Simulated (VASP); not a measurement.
# PbO2: single point with PBEsol

The system is PbO2.

```
Pb O
1.0
     4.84389    0.00000    0.00000
     0.00000    4.84389    0.00000
     0.00000    0.00000    3.39743
Pb O
2 4
Direct
  0.50000 0.50000 0.50000
  0.00000 0.00000 0.00000
  0.69286 0.69286 0.00000
  0.80714 0.19286 0.50000
  0.19286 0.80714 0.50000
  0.30714 0.30714 0.00000
```

```yaml
Program: VASP 6.6.1
Task: single point
Functional: PBEsol
Potentials_or_basis: VASP PAW PBE potentials, release 64 (Pb_d, O)
Cutoff: 520 eV
k_mesh: 6 × 6 × 8
Occupations: fermi-dirac, width 0.05 eV
Spin: no spin polarisation
```

The pressure is 10.3 GPa and the largest force is 0.011 eV/Å.

Forces in eV/Å, atoms in the order of the input:
```
Pb   0.000  0.000  0.000
Pb   0.000  0.000  0.000
O    0.008  0.008  0.000
O   -0.008  0.008  0.000
O    0.008 -0.008  0.000
O   -0.008 -0.008  0.000
```

Stress tensor (GPa, compression positive):
```
10.27  0.00  0.00
 0.00 10.27  0.00
 0.00  0.00 10.43
```

Levels at points of the mesh, in eV from the Fermi level:
```tsv
k point	band 24	band 25	band 26	band 27	band 28	band 29
(0.00, 0.00, 0.00)	-0.70	-0.68	-0.68	-0.04	4.50	5.74
(0.50, 0.00, 0.00)	-0.75	-0.50	-0.50	2.81	2.81	6.38
(0.50, 0.50, 0.00)	-0.76	-0.59	-0.59	3.17	3.17	6.83
(0.00, 0.00, 0.50)	-1.37	-0.97	-0.97	4.12	4.12	9.11
(0.50, 0.00, 0.50)	-0.98	-0.16	-0.16	4.51	4.51	7.61
(0.50, 0.50, 0.50)	-0.83	-0.65	-0.65	3.11	3.11	8.36
```

Wall time 3.6 min on 1 thread of Intel Xeon 8259CL, with other jobs on the host, peak memory 0.25 GiB.

Caveat: the cell stands under pressure; the PAW data sets were made with another functional, which shifts forces and pressure a little; spin-orbit coupling is left out, which moves the levels of the heavy elements.
